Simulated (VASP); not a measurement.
Wanted: the native input for a VASP 6.6.1 run.

```yaml
Task: single point
Functional: PBE
Potentials_or_basis: VASP PAW PBE potentials, release 64 (C)
Cutoff: 520 eV
k_mesh: 20 × 20 × 20
Occupations: fermi-dirac, width 0.08 eV
Spin: no spin polarisation
Dipole_correction: no
Further_INCAR_settings: ALGO = Normal; EDIFF = 1e-06; NBANDS = 11
```

The structure of C lies in POSCAR:

```
C
1.0
    0.0000000000      1.7531670408      1.7531670408
    1.7531670408      0.0000000000      1.7531670408
    1.7531670408      1.7531670408      0.0000000000
C
2
Direct
    0.5000000000      0.5000000000      0.5000000000
    0.7500000000      0.7500000000      0.7500000000
```

The input as run:

INCAR

```
SYSTEM = C
  PREC = Accurate
  ENCUT = 520
  EDIFF = 1E-6
  ISMEAR = -1
  SIGMA = 0.08
  LREAL = .FALSE.
  LASPH = .TRUE.
  NELM = 60
  ALGO = Normal
  ISIF = 2
  LWAVE = .FALSE.
  LCHARG = .FALSE.
  GGA = PE
  NBANDS = 11
```

KPOINTS

```
regular mesh
0
G
  20 20 20
  0 0 0
```

Potentials or basis: VASP PAW PBE potentials, release 64 (C).

Launch:

```console
$ cat potpaw_PBE.64/C/POTCAR > POTCAR
$ mpirun -np 1 vasp_std > vasp.out
```

It gave:

| Property | Result |
| --- | --- |
| Pressure | 27.4 GPa |
| Band gap on the k mesh | 4.25 eV (least direct gap 5.73 eV) |

Caveat: the cell stands under pressure.

It took 40 s on 1 thread of AMD EPYC 7R13 (shared host), peak memory 0.1 GiB.
